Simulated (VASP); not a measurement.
## Ta3N: single point with PBEsol

The system is Ta3N.

```
Ta N
1.0
     2.99124    0.00000    0.00000
    -1.49562    2.59049    0.00000
     0.00000    0.00000    7.42245
Ta N
3 1
Direct
  0.66667 0.33333 0.82607
  0.33333 0.66667 0.17393
  0.00000 0.00000 0.50000
  0.00000 0.00000 0.00000
```

```yaml
Program: VASP 6.6.1
Task: single point
Functional: PBEsol
Potentials_or_basis: VASP PAW PBE potentials, release 64 (Ta_sv_GW, N)
Cutoff: 600 eV
k_mesh: 10 × 10 × 4
Occupations: fermi-dirac, width 0.05 eV
Spin: no spin polarisation
Dipole_correction: no
Second_run: valence_matched
Further_INCAR_settings: ALGO = Normal; EDIFF = 1e-06; NBANDS = 30
```

| Quantity | Value |
| --- | --- |
| Pressure | 2.1 GPa |
| Largest force | 0.089 eV/Å |
| Band gap on the k mesh | zero (band 22 reaches 12.04 eV, above the bottom of band 23 at 11.31 eV) |

Forces in eV/Å, atoms in the order of the input:
```
Ta   0.000  0.000  0.089
Ta   0.000  0.000 -0.089
Ta   0.000  0.000  0.000
N    0.000  0.000  0.000
```

Stress tensor (GPa, compression positive):
```
1.78 0.00 0.00
0.00 1.78 0.00
0.00 0.00 2.73
```

Levels at points of the mesh, in eV from the Fermi level:
```tsv
k point	band 18	band 19	band 20	band 21	band 22	band 23	band 24	band 25	band 26	band 27
(0.00, 0.00, 0.00)	-3.66	-1.33	-0.53	-0.53	-0.36	0.25	0.25	0.97	1.94	1.94
(0.50, 0.00, 0.00)	-3.93	-3.24	-1.14	-0.53	0.21	0.69	1.01	3.66	4.24	4.59
(0.00, 0.00, 0.50)	-3.74	-1.30	-1.17	-0.31	-0.31	0.54	0.54	1.26	1.31	1.31
(0.50, 0.00, 0.50)	-3.80	-3.04	-1.30	-1.28	0.24	1.01	1.28	2.51	4.61	4.70
```

It took 2.6 min on 1 thread of Intel(R) Xeon(R) Platinum 8488C (Sapphire Rapids), on a shared host, peak memory 0.23 GiB.

Caveat: the PAW data sets were made with another functional, which shifts forces and pressure a little; spin-orbit coupling is left out, which moves the levels of the heavy elements.
